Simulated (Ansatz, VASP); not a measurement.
SiB6: VASP beside Ansatz

Contents of INCAR:

```
SYSTEM = SiB6
  PREC = Accurate
  ENCUT = 520
  EDIFF = 1E-6
  ISMEAR = 1
  SIGMA = 0.0716
  LREAL = .FALSE.
  LASPH = .TRUE.
  NELM = 80
  ALGO = Normal
  ISIF = 2
  LWAVE = .FALSE.
  LCHARG = .FALSE.
  GGA = PE
  NBANDS = 20
```

The input KPOINTS:

```
regular mesh
0
G
  5 5 5
  0 0 0
```

The input POSCAR:

```
SiB6
1.0
    4.1300000000      0.0000000000      0.0000000000
    0.0000000000      4.1300000000      0.0000000000
    0.0000000000      0.0000000000      4.1300000000
Si B
1 6
Direct
    0.0000000000      0.0000000000      0.0000000000
    0.2100000000      0.5000000000      0.5000000000
    0.5000000000      0.2100000000      0.5000000000
    0.7900000000      0.5000000000      0.5000000000
    0.5000000000      0.7900000000      0.5000000000
    0.5000000000      0.5000000000      0.2100000000
    0.5000000000      0.5000000000      0.7900000000
```

Input for Ansatz:

```yaml
crystal:
  lattice:
    - [4.13, 0.0, 0.0]
    - [0.0, 4.13, 0.0]
    - [0.0, 0.0, 4.13]
  atoms:
    - { symbol: Si, position: [0.0, 0.0, 0.0] }
    - { symbol: B, position: [0.21, 0.5, 0.5] }
    - { symbol: B, position: [0.5, 0.21, 0.5] }
    - { symbol: B, position: [0.79, 0.5, 0.5] }
    - { symbol: B, position: [0.5, 0.79, 0.5] }
    - { symbol: B, position: [0.5, 0.5, 0.21] }
    - { symbol: B, position: [0.5, 0.5, 0.79] }
basis:
  ecutwfc: 420.0
kpoints:
  mp_grid:
    grid: [5, 5, 5]
hamiltonian:
  xc: pbe
scf:
  n_extra_bands: 20
  occupations:
    method: cold
output:
  dos:
    de: 0.1
    projected: true
```

Alike in both runs: task single point; functional PBE; k mesh 5 × 5 × 5; no spin polarisation.

|  | VASP | Ansatz |
| --- | --- | --- |
| version | VASP 6.6.1 | Ansatz 0.2.0 |
| potentials or method | VASP PAW PBE potentials, release 64 (Si, B), cutoff 520 eV | plane waves, PAW |
| occupations | methfessel-paxton of order 1, width 0.0716 eV | cold |
| valence electrons in the cell | 22 | 22 |

```tsv
	VASP	Ansatz	Ansatz less VASP
gap on the k mesh at the Fermi level (eV)	0.54	0.54	-0.001
```
